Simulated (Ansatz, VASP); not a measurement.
**V in VASP and in Ansatz**

```
CELL_PARAMETERS angstrom
-1.55130 1.55130 1.55130
1.55130 -1.55130 1.55130
1.55130 1.55130 -1.55130
ATOMIC_POSITIONS crystal
V 0.00000 0.00000 0.00000
```

Alike in both runs: task single point; functional PBE; k mesh 11 × 11 × 11; occupations fermi-dirac, width 0.05 eV; collinear spin.

|  | VASP | Ansatz |
| --- | --- | --- |
| version | VASP 6.6.1 | Ansatz 0.2.0 |
| potentials or method | VASP PAW PBE potentials, release 64 (V_sv), cutoff 520 eV | plane waves, PAW |
| valence electrons in the cell | 13 | 13 |

|  | VASP | Ansatz | Ansatz less VASP |
| --- | --- | --- | --- |
| net moment per atom (μB) | 0.00 | 0.00 | -0.002 |

With one functional, cell and mesh, what is left measures potentials, basis and numerics. Ansatz's warnings: seeded moment not kept.
